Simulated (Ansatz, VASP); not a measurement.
**MnSb: VASP beside Ansatz**

File INCAR:

```
  PREC = Accurate
  ENCUT = 600
  EDIFF = 1E-7
  ISMEAR = 0
  SIGMA = 0.1
  LREAL = False
  LASPH = True
  NELM = 80
  ALGO = Normal
  ISIF = 3
  LWAVE = False
  LCHARG = False
  GGA = PE
  IBRION = 2
  NSW = 80
  EDIFFG = -0.01
```

Contents of KPOINTS:

```
regular mesh
0
Gamma
  14 14 14
```

The input POSCAR:

```
MnSb
1.0
    0.0000000000      2.7950160000      2.7950160000
    2.7950160000      0.0000000000      2.7950160000
    2.7950160000      2.7950160000      0.0000000000
Mn Sb
1 1
Direct
    0.0000000000      0.0000000000      0.0000000000
    0.5000000000      0.5000000000      0.5000000000
```

Input for Ansatz:

```yaml
crystal:
  lattice:
    - [0.0, 2.795016, 2.795016]
    - [2.795016, 0.0, 2.795016]
    - [2.795016, 2.795016, 0.0]
  atoms:
    - { symbol: Mn, position: [0.0, 0.0, 0.0] }
    - { symbol: Sb, position: [0.5, 0.5, 0.5] }
basis:
  ecutwfc: 420
kpoints:
  mp_grid: { grid: [14, 14, 14] }
hamiltonian:
  xc: pbe
scf:
  occupations: { method: gaussian, width: 0.1 }
  lower_state_search: "off"
output:
  forces: true
  stress: true
  eigenvalues: true
relax:
  adjacent_minimum: "off"
  f_tol: 0.01
  max_steps: 60
  cell: { stress_tol: 0.05 }
```

Alike in both runs: task relaxation of cell and atoms; functional PBE; k mesh 14 × 14 × 14; occupations gaussian, width 0.1 eV; no spin polarisation.

```csv
,VASP,Ansatz
version,VASP 6.6.1,Ansatz 0.2.0
potentials or method,"VASP PAW PBE potentials, release 64 (Mn_pv, Sb), cutoff 600 eV","scalar-relativistic, plane waves, PAW"
valence electrons in the cell,18,30
```

|  | VASP | Ansatz | Ansatz less VASP |
| --- | --- | --- | --- |
| gap on the k mesh at the Fermi level, each at its own relaxed structure (eV) | none | none | - |
| relaxed volume (Å³/atom) | 17.99 | 18.03 | +0.038 |
| relaxed cell length with the largest relative difference (Å) | 3.706 | 3.708 | +0.0026 |

A gap of «none» marks a metal or a gap that the smearing closes. VASP's potentials hold 18 valence electrons a cell and Ansatz's 30, so a difference there can come from the potentials and not from the codes.

Spin-orbit coupling is off throughout. Noted on VASP's run: the volume moved by over 15 % at a fixed basis, so the end points are rough.
